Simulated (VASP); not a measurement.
# Te6Mo3H (a cell with a defect) in VASP: a series of runs

Runs on Te6Mo3H (a cell with a defect). Level: PBEsol+D3(BJ). Tasks: single point.

Program: VASP 6.6.1. These are calculated values, not measurements. Logs are shortened: lines on timing, memory, paths and dates and some standing lists are left out, and cuts for length are marked.

### 1 The cell of the first run

The cell holds a defect, 10 atoms: a = 3.433 Å, b = 3.433 Å, c = 20.770 Å, α = 90.00°, β = 90.00°, γ = 120.00°.

### 2 Single point, PBEsol+D3(BJ)

INCAR

```
SYSTEM = Te6Mo3H
PREC = Accurate ; ENCUT = 400
EDIFF = 1E-6 ; ISMEAR = 0
SIGMA = 0.05 ; LREAL = .FALSE.
LASPH = .TRUE. ; NELM = 120
ALGO = Normal ; ISIF = 2
LWAVE = .FALSE. ; LCHARG = .FALSE.
GGA = PS ; IVDW = 12
NBANDS = 50 ; GGA_COMPAT = .FALSE.
```

KPOINTS

```
regular mesh
0
G
  9 9 2
  0 0 0
```

POSCAR

```
Te6Mo3H
1.0
    3.4334342720      0.0000000000      0.0000000000
   -1.7167171360      2.9734413017      0.0000000000
    0.0000000000      0.0000000000     20.7704294686
Te Mo H
6 3 1
Direct
    0.0000000000      0.0000000000      0.9125759363
    0.3333333333      0.6666666667      0.5917818730
    0.3333333333      0.6666666667      0.2333053354
    0.3333333333      0.6666666667      0.7666946646
    0.3333333333      0.6666666667      0.4082181270
    0.0000000000      0.0000000000      0.0874240637
    0.0000000000      0.0000000000      0.6791511892
    0.0000000000      0.0000000000      0.3208488108
    0.3333333333      0.6666666667      0.0000000000
    0.3643568367      0.3071784183      0.0856769680
```

Potentials or basis: VASP PAW PBE potentials, release 64 (Te, Mo_sv, H).

The run is started by

```console
$ cat potpaw_PBE.64/Te/POTCAR potpaw_PBE.64/Mo_sv/POTCAR potpaw_PBE.64/H/POTCAR > POTCAR
$ mpirun -np 1 vasp_std > vasp.out
```

OUTCAR:

```text
SYSTEM = Te6Mo3H
   PREC = Accurate
   ENCUT = 400
   EDIFF = 1E-6
   ISMEAR = 0
   LREAL = .FALSE.
   LASPH = .TRUE.
   NELM = 120
   ISIF = 2
   GGA = PS
   IVDW = 12
 IVDW          = 12

 ion  position               nearest neighbor table
   1  0.000  0.000  0.913-   9 2.69   9 2.69   9 2.69   4 3.62   4 3.62   4 3.62   6 3.63
   2  0.333  0.667  0.592-   7 2.69   7 2.69   7 2.69   4 3.63
   3  0.333  0.667  0.233-   8 2.69   8 2.69   8 2.69   6 3.62   6 3.62   6 3.62   5 3.63
   4  0.333  0.667  0.767-   7 2.69   7 2.69   7 2.69   1 3.62   1 3.62   1 3.62   2 3.63
   5  0.333  0.667  0.408-   8 2.69   8 2.69   8 2.69   3 3.63
   6  0.000  0.000  0.087-  10 1.17   9 2.69   9 2.69   9 2.69   3 3.62   3 3.62   3 3.62   1 3.63

   7  0.000  0.000  0.679-   2 2.69   2 2.69   2 2.69   4 2.69   4 2.69   4 2.69
   8  0.000  0.000  0.321-   5 2.69   5 2.69   5 2.69   3 2.69   3 2.69   3 2.69
   9  0.333  0.667  0.000-   1 2.69   6 2.69   1 2.69   6 2.69   1 2.69   6 2.69
  10  0.364  0.307  0.086-   6 1.17

  LATTYP: Found a hexagonal cell.
 ALAT       =     3.4334342720
 C/A-ratio  =     6.0494617992

  Lattice vectors:

 A1 = (   3.4334342720,   0.0000000000,   0.0000000000)
 A2 = (  -1.7167171360,   2.9734413017,   0.0000000000)
 A3 = (   0.0000000000,   0.0000000000,  20.7704294686)

Analysis of symmetry for initial positions (statically):
=====================================================================
 Subroutine PRICEL returns:
 Original cell was already a primitive cell.

 Routine SETGRP: Setting up the symmetry group for a
 hexagonal supercell.

 Subroutine GETGRP returns: Found  1 space group operations
 (whereof  1 operations were pure point group operations)
 out of a pool of 24 trial point group operations.

The static configuration has the point symmetry C_1 .

Analysis of symmetry for dynamics (positions and initial velocities):
=====================================================================
 Subroutine PRICEL returns:
 Original cell was already a primitive cell.

 Routine SETGRP: Setting up the symmetry group for a
 hexagonal supercell.

 Subroutine GETGRP returns: Found  1 space group operations
 (whereof  1 operations were pure point group operations)
 out of a pool of 24 trial point group operations.

The dynamic configuration has the point symmetry C_1 .

 Subroutine INISYM returns: Found  1 space group operations
 (whereof  1 operations are pure point group operations),
 and found     1 'primitive' translations

[... 117 lines left out ...]
   ISYM   =      2    0-nonsym 1-usesym 2-fastsym
   POTIM  = 0.5000    time-step for ionic-motion
   TEBEG  =    0.0;   TEEND  =   0.0 temperature during run
   PSTRESS=    0.0 pullay stress
   NELECT =      79.0000    total number of electrons
   NUPDOWN=      -1.0000    fix difference up-down
   EMIN   =  10.00;   EMAX   =-10.00  energy-range for DOS
   EFERMI =   0.00;   METHOD = LEGACY
   ISMEAR =     0;   SIGMA  =   0.05  broadening in eV -4-tet -1-fermi 0-gaus
   EFERMI_NEDOS =   21; number of points for ismear=-14 and -15
   IALGO  =     38    algorithm
   IMIX   =      4    mixing-type and parameters
     AMIX     =   0.40;   BMIX     =  1.00
     AMIX_MAG =   1.60;   BMIX_MAG =  1.00
  volume/ion in A,a.u.               =      21.20       143.10
  Fermi-wavevector in a.u.,A,eV,Ry     =   1.177984  2.226067 18.880069  1.387646
  Thomas-Fermi vector in A             =   2.314321
   LORBIT       =      0    0 simple, 1 ext, 2 COOP (PROOUT), +10 PAW based schemes
   GGA     = PS    functional components
   LHFCALC =     F    Hartree Fock is set to
   AEXX    =    0.0000 exact exchange contribution
   IVDW    =    12    specifies the selected vdW correction
   LEPSILON=     F    determine dielectric tensor
   LRPA    =     F    only Hartree local field effects (RPA)
 non-spin polarized calculation
 Gauss-broadening in eV      SIGMA  =   0.05
  energy-cutoff  :      400.00
  volume of cell :      212.05
 maximum number of plane-waves:      3908
   NGX = 11   NGY = 11   NGZ = 67

 number of electron      78.9999990 magnetization

 Free energy of the ion-electron system (eV)
  ---------------------------------------------------
  ext. energy  EPLUGINS =         0.00000000
  ---------------------------------------------------
  free energy    TOTEN  =       -54.79563682 eV

  energy without entropy =      -54.79134809  energy(sigma->0) =      -54.79349245

 E-fermi :   9.6298     XC(G=0): -10.8913

 val. band max:        9.6273650919   @ k =   0.1111   0.3333   0.0000
 cond. band min:       9.6306228672   @ k =  -0.1111   0.3333   0.0000
 fundamental gap:      0.0032577754
 Fermi energy:         9.6298414195

 k-point     1 :       0.0000    0.0000    0.0000
  band No.  band energies     occupation
      1     -51.7060      2.00000
      2     -51.6429      2.00000
      3     -51.6300      2.00000
      4     -26.0436      2.00000
      5     -25.8992      2.00000
      6     -25.8909      2.00000
[... 1261 lines left out ...]
     49      11.9937      0.00000
     50      12.2761      0.00000

 [... further k-points ...]

------------------------ aborting loop because EDIFF is reached ----------------------------------------

 Edisp (eV)   -5.04393

 E8    (eV) :    -3.4317

  FORCE on cell =-STRESS in cart. coord.  units (eV):
  Direction    XX          YY          ZZ          XY          YZ          ZX
  --------------------------------------------------------------------------------------
  -------------------------------------------------------------------------------------
  Total      13.04739    21.80295     4.24719    15.51338    -1.51936     0.05226
  in kB      98.58268   164.73745    32.09068   117.21506   -11.47987     0.39489
  external pressure =       98.47 kB  Pullay stress =        0.00 kB

 VOLUME and BASIS-vectors are now :
 -----------------------------------------------------------------------------
  energy-cutoff  :      400.00
  volume of cell :      212.05
      direct lattice vectors                 reciprocal lattice vectors
     3.433434272  0.000000000  0.000000000     0.291253573  0.168155329  0.000000000
    -1.716717136  2.973441302  0.000000000     0.000000000  0.336310658  0.000000000
     0.000000000  0.000000000 20.770429469     0.000000000  0.000000000  0.048145369

 POSITION                                       TOTAL-FORCE (eV/Angst)
 -----------------------------------------------------------------------------------
      0.00000      0.00000     18.95459         0.019984      0.014874      0.060780
     -0.00000      1.98229     12.29156        -0.000718      0.000954     -0.053573
     -0.00000      1.98229      4.84585        -0.021269     -0.021114      0.009069
     -0.00000      1.98229     15.92458        -0.012112      0.002868      0.049683
     -0.00000      1.98229      8.47887        -0.001058      0.001768      0.049789
      0.00000      0.00000      1.81584       -15.785252    -20.575105      2.526040
      0.00000      0.00000     14.10626         0.001684     -0.000206      0.001640
      0.00000      0.00000      6.66417        -0.002891     -0.013956     -0.002226
     -0.00000      1.98229      0.00000        -0.400427      0.319673     -2.429054
      0.72366      0.91338      1.77955        16.202059     20.270243     -0.212149
 -----------------------------------------------------------------------------------
    total drift:                               -0.000125      0.000141     -0.000221

  FREE ENERGIE OF THE ION-ELECTRON SYSTEM (eV)
  ---------------------------------------------------
  free  energy   TOTEN  =       -59.8395700716 eV

  energy  without entropy=      -59.8352813372  energy(sigma->0) =      -59.83742570
```

OSZICAR:

```text
N       E                     dE             d eps       ncg     rms          rms(c)
DAV:   1     0.540717085917E+03    0.54072E+03   -0.35985E+04  9912   0.115E+03
DAV:   2    -0.226298947279E+02   -0.56335E+03   -0.54260E+03  9976   0.308E+02
DAV:   3    -0.563054133557E+02   -0.33676E+02   -0.32675E+02  9982   0.650E+01
DAV:   4    -0.573361380582E+02   -0.10307E+01   -0.10209E+01 10236   0.108E+01
DAV:   5    -0.573656118282E+02   -0.29474E-01   -0.29434E-01 10954   0.190E+00    0.339E+01
DAV:   6    -0.554839671125E+02    0.18816E+01   -0.74506E+00  9192   0.129E+01    0.142E+01
DAV:   7    -0.554510517687E+02    0.32915E-01   -0.55795E+00  8934   0.102E+01    0.759E+00
DAV:   8    -0.547918773092E+02    0.65917E+00   -0.18492E+00  8922   0.647E+00    0.432E+00
DAV:   9    -0.548104839474E+02   -0.18607E-01   -0.30814E-01 10238   0.197E+00    0.198E+00
DAV:  10    -0.548002484226E+02    0.10236E-01   -0.41679E-02  9576   0.111E+00    0.124E+00
DAV:  11    -0.547988038513E+02    0.14446E-02   -0.31060E-02 10050   0.111E+00    0.867E-01
DAV:  12    -0.547966007925E+02    0.22031E-02   -0.12930E-02 10012   0.745E-01    0.525E-01
DAV:  13    -0.547959020708E+02    0.69872E-03   -0.32664E-03  9824   0.329E-01    0.389E-01
DAV:  14    -0.547956852989E+02    0.21677E-03   -0.65603E-04 10020   0.144E-01    0.262E-01
DAV:  15    -0.547956499310E+02    0.35368E-04   -0.22542E-04  9188   0.597E-02    0.207E-01
DAV:  16    -0.547956501723E+02   -0.24127E-06   -0.33536E-05 10118   0.237E-02    0.136E-01
DAV:  17    -0.547956378129E+02    0.12359E-04   -0.24622E-05  9846   0.228E-02    0.709E-02
DAV:  18    -0.547956368212E+02    0.99167E-06   -0.39549E-06  7680   0.698E-03
   1 F= -.59839570E+02 E0= -.59837426E+02  d E =-.428873E-02
```

stdout:

```text
POSCAR found type information on POSCAR TeMoH
 POSCAR found :  3 types and      10 ions
 scaLAPACK will be used
 -----------------------------------------------------------------------------
|                                                                             |
|                                                                             |
|     You enforced a specific xc type in the INCAR file but a different       |
|     I HOPE YOU KNOW WHAT YOU ARE DOING!                                     |
|                                                                             |
 -----------------------------------------------------------------------------

 LDA part: xc-table for (Slater+PW92), standard interpolation
 POSCAR, INCAR and KPOINTS ok, starting setup
 FFT: planning ... GRIDC
 FFT: planning ... GRID_SOFT
 FFT: planning ... GRID
 WAVECAR not read
 entering main loop
```

Run time: 11 min. Hardware: 1 thread of Intel Xeon 6975P-C (Granite Rapids), shared host; peak memory 0.59 GiB.

Results:

```yaml
Free_energy: -59.8396 eV
Pressure: 9.8 GPa
Largest_force: 26.056 eV/Å
Dispersion_energy_per_atom: -0.504 eV
```

Forces on the atoms (eV/Å):
```
Te    0.020   0.015   0.061
Te   -0.001   0.001  -0.054
Te   -0.021  -0.021   0.009
Te   -0.012   0.003   0.050
Te   -0.001   0.002   0.050
Te  -15.785 -20.575   2.526
Mo    0.002   0.000   0.002
Mo   -0.003  -0.014  -0.002
Mo   -0.400   0.320  -2.429
H    16.202  20.270  -0.212
```

Caveat: the PAW data sets were made with another functional, which shifts forces and pressure a little; spin-orbit coupling is left out, which moves the levels of the heavy elements.

### 3 Single point, PBEsol+D3(BJ)

INCAR

```
ALGO     = Normal         # electronic algorithm
EDIFF    = 1E-6           # SCF threshold, eV
ENCUT    = 400            # plane-wave cutoff, eV
GGA      = PS             # functional
GGA_COMPAT= False        
ISIF     = 2              # what is computed and relaxed
ISMEAR   = 0              # smearing method
IVDW     = 12             # dispersion correction
LASPH    = True           # aspherical terms in the spheres
LCHARG   = False          # write CHGCAR
LREAL    = False          # projectors in reciprocal space
LWAVE    = False          # write WAVECAR
NBANDS   = 50             # bands
NELM     = 120            # most SCF steps
PREC     = Accurate       # precision mode
SIGMA    = 0.05           # smearing width, eV
```

KPOINTS

```
k-points
0
Gamma
  9 9 2
```

Edit POSCAR of step 2 so:

```diff
@@ -17,2 +17,2 @@
     0.3333333333      0.6666666667      0.0000000000
-    0.3643568367      0.3071784183      0.0856769680
+    0.0310235033      0.3071784183      0.4190103014
```

Potentials or basis: VASP PAW PBE potentials, release 64 (Te, Mo_sv, H).

The run is started by

```console
$ cat potpaw_PBE.64/Te/POTCAR potpaw_PBE.64/Mo_sv/POTCAR potpaw_PBE.64/H/POTCAR > POTCAR
$ mpirun -np 1 vasp_std > vasp.out
```

Run time: 6.6 min. Hardware: 1 thread of Intel Xeon 6975P-C (Granite Rapids), shared host; peak memory 0.58 GiB.

Results (log left out):

```
Free energy                : -60.1041 eV
Pressure                   : 9.4 GPa
Largest force              : 25.592 eV/Å
Dispersion energy per atom : -0.503 eV
```

Forces on the atoms (eV/Å):
```
Te   -0.001   0.000  -0.045
Te   -0.002  -0.011  -0.089
Te   -0.017  -0.047   0.022
Te    0.000   0.001   0.043
Te    8.726  23.844  -3.206
Te    0.009  -0.007   0.039
Mo   -0.005  -0.012  -0.011
Mo    0.448  -0.826  -2.178
Mo    0.002   0.000  -0.011
H    -9.160 -22.944   5.438
```

Stress tensor (GPa, compression positive):
```
 3.75  8.08 -2.20
 8.08 20.76 -2.67
-2.20 -2.67  3.65
```

Levels at points of the mesh, in eV from the Fermi level:
```csv
k point,band 36,band 37,band 38,band 39,band 40,band 41,band 42,band 43
"(0.00, 0.00, 0.00)",-1.49,-1.49,-0.59,-0.43,-0.35,1.88,2.40,2.47
"(0.00, 0.00, 0.50)",-1.49,-1.49,-0.59,-0.43,-0.35,1.88,2.40,2.47
```

Caveat: the PAW data sets were made with another functional, which shifts forces and pressure a little; spin-orbit coupling is left out, which moves the levels of the heavy elements.
